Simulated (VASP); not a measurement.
# Ag (Fm-3m) in VASP: further runs, part 2 of 2

VASP 6.6.1.

## Step 4: Single point, revPBE

This run uses another cell than the first one, of 16.71 Å³/atom, 0.980 times its volume.

Contents of INCAR:

```
PREC = Accurate
ENCUT = 520
EDIFF = 1E-6
ISMEAR = -1
SIGMA = 0.05
LREAL = False
LASPH = True
NELM = 60
ALGO = Normal
ISIF = 2
LWAVE = False
LCHARG = False
GGA = RE
NBANDS = 12
```

Contents of KPOINTS:

```
regular mesh
0
Gamma
  11 11 11
```

Contents of POSCAR:

```
Ag
1.0
    0.0000000000      2.0290398554      2.0290398554
    2.0290398554      0.0000000000      2.0290398554
    2.0290398554      2.0290398554      0.0000000000
Ag
1
Direct
    0.0000000000      0.0000000000      0.0000000000
```

Potentials or basis: VASP PAW PBE potentials, release 64 (Ag).

The run is started by

```bash
$ cat potpaw_PBE.64/Ag/POTCAR > POTCAR
$ mpirun -np 1 vasp_std > vasp.out
```

OUTCAR:

```text
PREC = Accurate
   ENCUT = 520
   EDIFF = 1E-6
   ISMEAR = -1
   LREAL = False
   LASPH = True
   NELM = 60
   ISIF = 2
   GGA = RE

 ion  position               nearest neighbor table
   1  0.000  0.000  0.000-

  LATTYP: Found a face centered cubic cell.
 ALAT       =     4.0580797108

  Lattice vectors:

 A1 = (   0.0000000000,   2.0290398554,   2.0290398554)
 A2 = (   2.0290398554,   0.0000000000,   2.0290398554)
 A3 = (   2.0290398554,   2.0290398554,   0.0000000000)

Analysis of symmetry for initial positions (statically):
=====================================================================
 Subroutine PRICEL returns:
 Original cell was already a primitive cell.

 Routine SETGRP: Setting up the symmetry group for a
 face centered cubic supercell.

 Subroutine GETGRP returns: Found 48 space group operations
 (whereof 48 operations were pure point group operations)
 out of a pool of 48 trial point group operations.

The static configuration has the point symmetry O_h .

Analysis of symmetry for dynamics (positions and initial velocities):
=====================================================================
 Subroutine PRICEL returns:
 Original cell was already a primitive cell.

 Routine SETGRP: Setting up the symmetry group for a
 face centered cubic supercell.

 Subroutine GETGRP returns: Found 48 space group operations
 (whereof 48 operations were pure point group operations)
 out of a pool of 48 trial point group operations.

The dynamic configuration has the point symmetry O_h .

 Subroutine INISYM returns: Found 48 space group operations
 (whereof 48 operations are pure point group operations),
 and found     1 'primitive' translations

----------------------------------------------------------------------------------------

                                     Primitive cell

  volume of cell :      16.7071
[... 106 lines left out ...]
     AMIX     =   0.40;   BMIX     =  1.00
     AMIX_MAG =   1.60;   BMIX_MAG =  1.00
  volume/ion in A,a.u.               =      16.71       112.75
  Fermi-wavevector in a.u.,A,eV,Ry     =   1.424203  2.691353 27.597424  2.028353
  Thomas-Fermi vector in A             =   2.544719
   LORBIT       =      0    0 simple, 1 ext, 2 COOP (PROOUT), +10 PAW based schemes
   GGA     = RE    functional components
   LHFCALC =     F    Hartree Fock is set to
   AEXX    =    0.0000 exact exchange contribution
   IVDW    =     0    specifies the selected vdW correction
   LEPSILON=     F    determine dielectric tensor
   LRPA    =     F    only Hartree local field effects (RPA)
 non-spin polarized calculation
  energy-cutoff  :      520.00
  volume of cell :       16.71
 maximum number of plane-waves:       462
 NGX is ok and might be reduce to    24
   NGX = 11   NGY = 11   NGZ = 11

 number of electron      11.0000000 magnetization

 Free energy of the ion-electron system (eV)
  ---------------------------------------------------
  ext. energy  EPLUGINS =         0.00000000
  ---------------------------------------------------
  free energy    TOTEN  =        -2.25182405 eV

  energy without entropy =       -2.24940910  energy(sigma->0) =       -2.25061657

 E-fermi :   9.0645     XC(G=0): -12.2401

 val. band max:        9.0087800185   @ k =  -0.4545   0.0909   0.0000
 cond. band min:       9.1285913737   @ k =   0.4545   0.3636   0.0000
 fundamental gap:      0.1198113552
 Fermi energy:         9.0644719399

 k-point     1 :       0.0000    0.0000    0.0000
  band No.  band energies     occupation
      1       0.9204      2.00000
      2       3.9133      2.00000
      3       3.9133      2.00000
      4       3.9133      2.00000
      5       4.9799      2.00000
      6       4.9799      2.00000
      7      24.8718      0.00000
      8      28.5994      0.00000
      9      28.5994      0.00000
     10      28.5994      0.00000
     11      33.4062      0.00000
     12      34.7229      0.00000
[... 331 lines left out ...]
 k-point    24 :      -0.1818    0.1818    0.0000
  band No.  band energies     occupation
      1       2.9767      2.00000
      2       3.4980      2.00000
      3       4.1323      2.00000
      4       4.5455      2.00000
      5       4.5763      2.00000
      6       6.1604      2.00000
      7      20.9184      0.00000
      8      21.3363      0.00000
      9      27.6013      0.00000
     10      29.3917      0.00000
     11      30.2263      0.00000
     12      33.8303      0.00000

 [... further k-points ...]
[... 5 lines left out ...]
  --------------------------------------------------------------------------------------
  -------------------------------------------------------------------------------------
  Total        1.0185453      1.0185453      1.0185453      0.0000000      0.0000000     -0.0000000
  in kB       97.6762973     97.6762973     97.6762973      0.0000000      0.0000000     -0.0000000
  external PRESSURE =      97.6762973 kB  Pullay stress =       0.0000000 kB

 VOLUME and BASIS-vectors are now :
 -----------------------------------------------------------------------------
  energy-cutoff  :      520.00
  volume of cell :       16.71
      direct lattice vectors                 reciprocal lattice vectors
     0.000000000  2.029039855  2.029039855    -0.246421971  0.246421971  0.246421971
     2.029039855  0.000000000  2.029039855     0.246421971 -0.246421971  0.246421971
     2.029039855  2.029039855  0.000000000     0.246421971  0.246421971 -0.246421971

 POSITION                                       TOTAL-FORCE (eV/Angst)
 -----------------------------------------------------------------------------------
      0.00000      0.00000      0.00000        -0.000000     -0.000000     -0.000000
 -----------------------------------------------------------------------------------
    total drift:                               -0.000000      0.000000     -0.000000

  FREE ENERGIE OF THE ION-ELECTRON SYSTEM (eV)
  ---------------------------------------------------
  free  energy   TOTEN  =        -2.2518240482 eV

  energy  without entropy=       -2.2494091014  energy(sigma->0) =       -2.25061657
```

OSZICAR:

```text
N       E                     dE             d eps       ncg     rms          rms(c)
DAV:   1     0.528574567151E+02    0.52857E+02   -0.55323E+03  1352   0.829E+02
DAV:   2    -0.165387983784E+01   -0.54511E+02   -0.51340E+02  1552   0.196E+02
DAV:   3    -0.247491409501E+01   -0.82103E+00   -0.82069E+00  1592   0.255E+01
DAV:   4    -0.247745379902E+01   -0.25397E-02   -0.25396E-02  1552   0.148E+00
DAV:   5    -0.247747263463E+01   -0.18836E-04   -0.18835E-04  1604   0.114E-01    0.541E+00
DAV:   6    -0.226279947518E+01    0.21467E+00   -0.79591E-01  1476   0.811E+00    0.353E+00
DAV:   7    -0.225429892570E+01    0.85005E-02   -0.13530E-02  1588   0.110E+00    0.195E+00
DAV:   8    -0.225181164097E+01    0.24873E-02   -0.85361E-04  1492   0.223E-01    0.106E-01
DAV:   9    -0.225181608084E+01   -0.44399E-05   -0.86455E-06  1612   0.231E-02    0.287E-02
DAV:  10    -0.225182481201E+01   -0.87312E-05   -0.64566E-06  1532   0.253E-02    0.875E-03
DAV:  11    -0.225182404817E+01    0.76384E-06   -0.11901E-07   840   0.302E-03
   1 F= -.22518240E+01 E0= -.22506166E+01  d E =-.241495E-02
```

stdout:

```text
POSCAR found type information on POSCAR Ag
 POSCAR found :  1 types and       1 ions
 scaLAPACK will be used
 -----------------------------------------------------------------------------
|                                                                             |
|                                                                             |
|     You enforced a specific xc type in the INCAR file but a different       |
|     I HOPE YOU KNOW WHAT YOU ARE DOING!                                     |
|                                                                             |
 -----------------------------------------------------------------------------

 LDA part: xc-table for (Slater+PW92), standard interpolation
 POSCAR, INCAR and KPOINTS ok, starting setup
 FFT: planning ... GRIDC
 FFT: planning ... GRID_SOFT
 FFT: planning ... GRID
 WAVECAR not read
 entering main loop
```

It took 9.9 s on 1 thread of AMD EPYC 7R13 (Zen 3), shared host; peak memory 0.11 GiB.

Results:

- Free energy: -2.2518 eV
- Pressure: 9.8 GPa

Levels at points of the mesh, in eV from the Fermi level:
```csv
k point,band 2,band 3,band 4,band 5,band 6,band 7,band 8,band 9,band 10,band 11
"(0.00, 0.00, 0.00)",-5.15,-5.15,-5.15,-4.08,-4.08,15.81,19.53,19.53,19.53,24.34
```

Caveat: the PAW data sets were made with another functional, which shifts forces and pressure a little.

## Step 5: Overview

```tsv
level	cell	gap on the mesh (eV)	pressure (GPa)
PBE+D3(BJ)	a = 2.889 Å, angles 60.0°, 1 atom	none	-1.5
revPBE	a = 2.850 Å, angles 60.0°, 1 atom	none	12.7
revPBE	a = 2.869 Å, angles 60.0°, 1 atom	none	9.8
```

Alike in all rows: task single point; potentials or basis VASP PAW PBE potentials, release 64 (Ag); no spin polarisation; k mesh 11 × 11 × 11; cutoff (eV) 520; smearing fermi-dirac 0.05 eV.

Caveats: the PAW data sets were made with another functional, which shifts forces and pressure a little (some runs); pairwise dispersion overbinds metals, which lowers pressure and volume (some runs).

Total energies depend on the potentials used, so only differences within one code and one set of settings carry meaning.
